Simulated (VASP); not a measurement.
# Rb (P6_3/mmc) in VASP: a series of runs

The runs below take Rb through single point, relaxation of cell and atoms, with r2SCAN, PBE.

Everything below comes from runs of VASP 6.6.1. Logs are shortened: lines on timing, memory, paths and dates and some standing lists are left out, and cuts for length are marked.

## Step 1: The cell of the first run

The structure is hexagonal, space group P6_3/mmc (No. 194). Conventional cell: a = 5.128 Å, b = 5.128 Å, c = 8.376 Å, α = 90.00°, β = 90.00°, γ = 120.00°.

## Step 2: Single point, r2SCAN

Contents of POSCAR:

```
Rb
1.0
    5.1282814314      0.0000000000      0.0000000000
   -2.5641407157      4.4412219974      0.0000000000
    0.0000000000      0.0000000000      8.3761930046
Rb
2
Direct
    0.3333333333      0.6666666667      0.7500000000
    0.6666666667      0.3333333333      0.2500000000
```

Contents of INCAR.step1:

```
PREC = Accurate
ENCUT = 520
ISMEAR = -5
SIGMA = 0.05
LREAL = False
LASPH = True
NELM = 100
GGA = PE
ALGO = Normal
EDIFF = 1E-4
LWAVE = True
LCHARG = False
```

Contents of INCAR.step2:

```
PREC = Accurate
ENCUT = 520
EDIFF = 1E-6
ISMEAR = 0
SIGMA = 0.05
LREAL = False
LASPH = True
NELM = 100
ALGO = Normal
ISIF = 2
LWAVE = False
LCHARG = False
METAGGA = R2SCAN
LMIXTAU = True
LORBIT = 10
ISTART = 1
```

Contents of KPOINTS:

```
Automatic mesh
0
Gamma
  10 10 6
```

Potentials or basis: VASP PAW PBE potentials, release 64 (Rb_sv).

Command:

```console
cat potpaw_PBE.64/Rb_sv/POTCAR > POTCAR
cp INCAR.step1 INCAR
mpirun -np 1 vasp_std > vasp.out
cp INCAR.step2 INCAR
mpirun -np 1 vasp_std > vasp.out
```

OUTCAR:

```text
PREC = Accurate
   ENCUT = 520
   EDIFF = 1E-6
   ISMEAR = 0
   LREAL = False
   LASPH = True
   NELM = 100
   ISIF = 2
   METAGGA = R2SCAN
   LORBIT = 10
   ISTART = 1

 ion  position               nearest neighbor table
   1  0.333  0.667  0.750-   2 5.13   2 5.13   2 5.13   2 5.13   2 5.13   2 5.13
   2  0.667  0.333  0.250-   1 5.13   1 5.13   1 5.13   1 5.13   1 5.13   1 5.13

  LATTYP: Found a hexagonal cell.
 ALAT       =     5.1282814314
 C/A-ratio  =     1.6333333333

  Lattice vectors:

 A1 = (   5.1282814314,   0.0000000000,   0.0000000000)
 A2 = (  -2.5641407157,   4.4412219974,   0.0000000000)
 A3 = (   0.0000000000,   0.0000000000,   8.3761930046)

Analysis of symmetry for initial positions (statically):
=====================================================================
 Subroutine PRICEL returns:
 Original cell was already a primitive cell.

 Routine SETGRP: Setting up the symmetry group for a
 hexagonal supercell.

 Subroutine GETGRP returns: Found 24 space group operations
 (whereof 12 operations were pure point group operations)
 out of a pool of 24 trial point group operations.

The static configuration has the point symmetry D_3d.
 The point group associated with its full space group is D_6h.

Analysis of symmetry for dynamics (positions and initial velocities):
=====================================================================
 Subroutine PRICEL returns:
 Original cell was already a primitive cell.

 Routine SETGRP: Setting up the symmetry group for a
 hexagonal supercell.

 Subroutine GETGRP returns: Found 24 space group operations
 (whereof 12 operations were pure point group operations)
 out of a pool of 24 trial point group operations.

The dynamic configuration has the point symmetry D_3d.
 The point group associated with its full space group is D_6h.

 Subroutine INISYM returns: Found 24 space group operations
 (whereof 12 operations are pure point group operations),
 and found     1 'primitive' translations

----------------------------------------------------------------------------------------

                                     Primitive cell

  volume of cell :     190.7748

  direct lattice vectors                    reciprocal lattice vectors
     5.128281431  0.000000000  0.000000000     0.194997099  0.112581627  0.000000000
    -2.564140716  4.441221997  0.000000000     0.000000000  0.225163255  0.000000000
     0.000000000  0.000000000  8.376193005     0.000000000  0.000000000  0.119385979

  length of vectors
     5.128281431  5.128281431  8.376193005     0.225163255  0.225163255  0.119385979

  position of ions in fractional coordinates (direct lattice)
     0.333333333  0.666666667  0.750000000
     0.666666667  0.333333333  0.250000000

  ion indices of the primitive-cell ions
   primitive index   ion index
                 1           1
                 2           2

----------------------------------------------------------------------------------------

 KPOINTS: Automatic mesh

Automatic generation of k-mesh.
 Grid dimensions read from file:
 generate k-points for:   10   10    6

 Generating k-lattice:

  Cartesian coordinates                     Fractional coordinates (reciprocal lattice)
     0.019499710  0.011258163  0.000000000     0.100000000  0.000000000  0.000000000
     0.000000000  0.022516325  0.000000000     0.000000000  0.100000000  0.000000000
     0.000000000  0.000000000  0.019897663     0.000000000  0.000000000  0.166666667

  Length of vectors
     0.022516325  0.022516325  0.019897663

  Shift w.r.t. Gamma in fractional coordinates (k-lattice)
     0.000000000  0.000000000  0.000000000

 Subroutine IBZKPT returns following result:
 ===========================================

 Found     56 irreducible k-points:

 Following reciprocal coordinates:
            Coordinates               Weight
  0.000000  0.000000  0.000000      1.000000
  0.100000  0.000000  0.000000      6.000000
  0.200000  0.000000  0.000000      6.000000
  0.300000  0.000000  0.000000      6.000000
  0.400000  0.000000  0.000000      6.000000
  0.500000  0.000000  0.000000      3.000000
[... 16 lines left out ...]
  0.300000  0.100000  0.166667     24.000000
  0.400000  0.100000  0.166667     24.000000
 [... further k-points ...]
   k-points           NKPTS =     56   k-points in BZ     NKDIM =     56   number of bands    NBANDS=     13
   number of dos      NEDOS =    301   number of ions     NIONS =      2
   total plane-waves  NPLWV = 102400
   dimension x,y,z NGX =    40 NGY =   40 NGZ =   64
   dimension x,y,z NGXF=    80 NGYF=   80 NGZF=  128
   ions per type =               2
   NGX,Y,Z   is equivalent  to a cutoff of  12.97, 12.97, 12.70 a.u.
   NGXF,Y,Z  is equivalent  to a cutoff of  25.93, 25.93, 25.40 a.u.
 SYSTEM =  unknown system
   PREC   = accura    normal or accurate (medium, high low for compatibility)
   ISTART =      1    job   : 0-new  1-cont  2-samecut
   ICHARG =      0    charge: 1-file 2-atom 10-const
   ISPIN  =      1    spin polarized calculation?
   LNONCOLLINEAR =      F non collinear calculations
   LSORBIT =      F    spin-orbit coupling
   LASPH  =      T    aspherical Exc in radial PAW
   ENCUT  =  520.0 eV  38.22 Ry    6.18 a.u.   9.54  9.54 15.57*2*pi/ulx,y,z
   NELM   =    100;   NELMIN=  2; NELMDL=  0     # of ELM steps
   EDIFF  = 0.1E-05   stopping-criterion for ELM
   LREAL  =      F    real-space projection
   EDIFFG = 0.1E-04   stopping-criterion for IOM
   NSW    =      0    number of steps for IOM
   IBRION =     -1    ionic relax: 0-MD 1-quasi-New 2-CG
   NFREE  =      0    steps in history (QN), initial steepest desc. (CG)
   ISIF   =      2    stress and relaxation
   ISYM   =      2    0-nonsym 1-usesym 2-fastsym
   POTIM  = 0.5000    time-step for ionic-motion
   TEBEG  =    0.0;   TEEND  =   0.0 temperature during run
   PSTRESS=    0.0 pullay stress
   NELECT =      18.0000    total number of electrons
   NUPDOWN=      -1.0000    fix difference up-down
   EMIN   =  10.00;   EMAX   =-10.00  energy-range for DOS
   EFERMI =   0.00;   METHOD = LEGACY
   ISMEAR =     0;   SIGMA  =   0.05  broadening in eV -4-tet -1-fermi 0-gaus
   EFERMI_NEDOS =   21; number of points for ismear=-14 and -15
   IALGO  =     38    algorithm
   IMIX   =      4    mixing-type and parameters
     AMIX     =   0.40;   BMIX     =  1.00
     AMIX_MAG =   1.60;   BMIX_MAG =  1.00
  volume/ion in A,a.u.               =      95.39       643.71
  Fermi-wavevector in a.u.,A,eV,Ry     =   0.745290  1.408394  7.557455  0.555457
  Thomas-Fermi vector in A             =   1.840842
   LORBIT       =     10    0 simple, 1 ext, 2 COOP (PROOUT), +10 PAW based schemes
   METAGGA = R2SCAN    functional components
   LHFCALC =     F    Hartree Fock is set to
   AEXX    =    0.0000 exact exchange contribution
   IVDW    =     0    specifies the selected vdW correction
   LEPSILON=     F    determine dielectric tensor
   LRPA    =     F    only Hartree local field effects (RPA)
 non-spin polarized calculation
 Gauss-broadening in eV      SIGMA  =   0.05
  energy-cutoff  :      520.00
  volume of cell :      190.77
 maximum number of plane-waves:      5215
 NGX is ok and might be reduce to    40

 number of electron      18.0000000 magnetization

 Free energy of the ion-electron system (eV)
  ---------------------------------------------------
  ext. energy  EPLUGINS =         0.00000000
  ---------------------------------------------------
  free energy    TOTEN  =       -27.83819459 eV

  energy without entropy =      -27.83595609  energy(sigma->0) =      -27.83707534

 E-fermi :  -0.0538     XC(G=0):  -5.6116

 val. band max:       -0.0791890627   @ k =   0.3000   0.2000   0.3333
 cond. band min:      -0.0489310010   @ k =   0.1000   0.1000   0.1667
 fundamental gap:      0.0302580617
 Fermi energy:        -0.0538024104

 k-point     1 :       0.0000    0.0000    0.0000
  band No.  band energies     occupation
      1     -30.1318      2.00000
      2     -30.1285      2.00000
      3     -13.7086      2.00000
      4     -13.6369      2.00000
      5     -13.6369      2.00000
      6     -13.6257      2.00000
      7     -13.6257      2.00000
      8     -13.6253      2.00000
      9      -2.0719      2.00000
     10       0.2257      0.00000
     11       0.5126      0.00000
     12       3.7802      0.00000
     13       3.7809      0.00000

 k-point     2 :       0.1000    0.0000    0.0000
  band No.  band energies     occupation
      1     -30.1316      2.00000
      2     -30.1284      2.00000
      3     -13.7059      2.00000
      4     -13.6429      2.00000
      5     -13.6388      2.00000
      6     -13.6319      2.00000
      7     -13.6267      2.00000
      8     -13.6263      2.00000
      9      -1.9706      2.00000
     10       0.3314      0.00000
     11       0.5526      0.00000
     12       3.2801      0.00000
     13       3.8476      0.00000

 k-point     3 :       0.2000    0.0000    0.0000
  band No.  band energies     occupation
      1     -30.1308      2.00000
      2     -30.1280      2.00000
      3     -13.6984      2.00000
      4     -13.6588      2.00000
      5     -13.6479      2.00000
      6     -13.6436      2.00000
      7     -13.6293      2.00000
      8     -13.6293      2.00000
      9      -1.6737      2.00000
     10       0.6321      0.00000
     11       0.6744      0.00000
     12       2.5417      0.00000
     13       3.2956      0.00000
[... 305 lines left out ...]
 k-point    23 :       0.3000    0.1000    0.1667
  band No.  band energies     occupation
      1     -30.1291      2.00000
      2     -30.1276      2.00000
      3     -13.6923      2.00000
      4     -13.6808      2.00000
      5     -13.6701      2.00000
      6     -13.6534      2.00000
      7     -13.6403      2.00000
      8     -13.6370      2.00000
      9      -0.7726      2.00000
     10       0.6623      0.00000
     11       1.3574      0.00000
     12       1.7059      0.00000
     13       2.5273      0.00000

 k-point    24 :       0.4000    0.1000    0.1667
  band No.  band energies     occupation
      1     -30.1284      2.00000
      2     -30.1275      2.00000
      3     -13.7005      2.00000
      4     -13.6888      2.00000
      5     -13.6668      2.00000
      6     -13.6565      2.00000
      7     -13.6449      2.00000
      8     -13.6402      2.00000
      9      -0.1115      1.89725
     10       0.6273      0.00000
     11       1.1096      0.00000
     12       1.5907      0.00000
     13       2.2099      0.00000

 [... further k-points ...]

------------------------ aborting loop because EDIFF is reached ----------------------------------------

  FORCE on cell =-STRESS in cart. coord.  units (eV):
  Direction    XX          YY          ZZ          XY          YZ          ZX
  --------------------------------------------------------------------------------------
  -------------------------------------------------------------------------------------
  Total        0.0317144      0.0317144     -0.0423934      0.0000000      0.0000000      0.0000000
  in kB        0.2663462      0.2663462     -0.3560311      0.0000000      0.0000000      0.0000000
  external PRESSURE =       0.0588871 kB  Pullay stress =       0.0000000 kB

 VOLUME and BASIS-vectors are now :
 -----------------------------------------------------------------------------
  energy-cutoff  :      520.00
  volume of cell :      190.77
      direct lattice vectors                 reciprocal lattice vectors
     5.128281431  0.000000000  0.000000000     0.194997099  0.112581627  0.000000000
    -2.564140716  4.441221997  0.000000000     0.000000000  0.225163255  0.000000000
     0.000000000  0.000000000  8.376193005     0.000000000  0.000000000  0.119385979

 POSITION                                       TOTAL-FORCE (eV/Angst)
 -----------------------------------------------------------------------------------
     -0.00000      2.96081      6.28214        -0.000000      0.000000      0.000000
      2.56414      1.48041      2.09405         0.000000      0.000000      0.000000
 -----------------------------------------------------------------------------------
    total drift:                               -0.000000      0.000000     -0.000000

  FREE ENERGIE OF THE ION-ELECTRON SYSTEM (eV)
  ---------------------------------------------------
  free  energy   TOTEN  =       -27.8381945943 eV

  energy  without entropy=      -27.8359560888  energy(sigma->0) =      -27.83707534

 total charge

# of ion       s       p       d       tot
------------------------------------------
    1        1.960   5.386   0.004   7.350
    2        1.960   5.386   0.004   7.350
--------------------------------------------------
tot          3.920  10.772   0.008  14.701
```

Wall time 3.6 min (1 thread of Intel Xeon 6975P-C (Granite Rapids), shared host); peak memory 0.41 GiB.

Results:

* Free energy: -27.8382 eV
* Pressure: 0.0 GPa
* Band gap on the k mesh: zero (band 9 reaches 0.78 eV, above the bottom of band 10 at -1.38 eV)
* Valence electrons inside the program's atomic spheres: Rb 7.35

Caveat: the PAW data sets were made with another functional, which shifts forces and pressure a little.

## Step 3: Single point, PBE

This run uses another cell than the first one, of 87.34 Å³/atom, 0.916 times its volume.

Contents of INCAR:

```
SYSTEM = Rb
PREC = Accurate
ENCUT = 520
EDIFF = 1E-6
ISMEAR = 0
SIGMA = 0.05
LREAL = .False.
LASPH = .True.
NELM = 100
ALGO = Normal
ISIF = 2
LWAVE = .False.
LCHARG = .False.
GGA = PE
NBANDS = 16
```

Contents of KPOINTS:

```
Automatic mesh
0
Gamma
  6 6 4
  0 0 0
```

Contents of POSCAR:

```
Rb
1.0
    4.9797773258      0.0000000000      0.0000000000
   -2.4898886629      4.3126136693      0.0000000000
    0.0000000000      0.0000000000      8.1336362988
Rb
2
Direct
    0.3333333333      0.6666666667      0.7500000000
    0.6666666667      0.3333333333      0.2500000000
```

Potentials or basis: VASP PAW PBE potentials, release 64 (Rb_sv).

Command:

```console
cat potpaw_PBE.64/Rb_sv/POTCAR > POTCAR
mpirun -np 1 vasp_std > vasp.out
```

Run time: 22 s. Hardware: 1 thread of Intel Xeon 6975P-C (Granite Rapids), shared host; peak memory 0.29 GiB.

It converged, with:

| Property | Result |
| --- | --- |
| Free energy | -1.8725 eV |
| Pressure | 0.1 GPa |
| Band gap on the k mesh | zero (band 9 reaches 1.17 eV, above the bottom of band 10 at -1.23 eV) |

Stress tensor (GPa, compression positive):
```
0.21 0.00 0.00
0.00 0.21 0.00
0.00 0.00 0.01
```

Levels at points of the mesh, in eV from the Fermi level:
```csv
k point,band 7,band 8,band 9,band 10,band 11,band 12
"(0.00, 0.00, 0.00)",-12.86,-12.86,-1.97,0.18,0.73,3.56
"(0.50, 0.00, 0.00)",-12.89,-12.88,0.09,0.37,1.34,1.61
"(0.00, 0.00, 0.50)",-12.87,-12.87,-1.28,-1.28,2.39,2.39
"(0.50, 0.00, 0.50)",-12.89,-12.89,0.45,0.45,0.99,0.99
```

(Continued in part 2 of 2.)
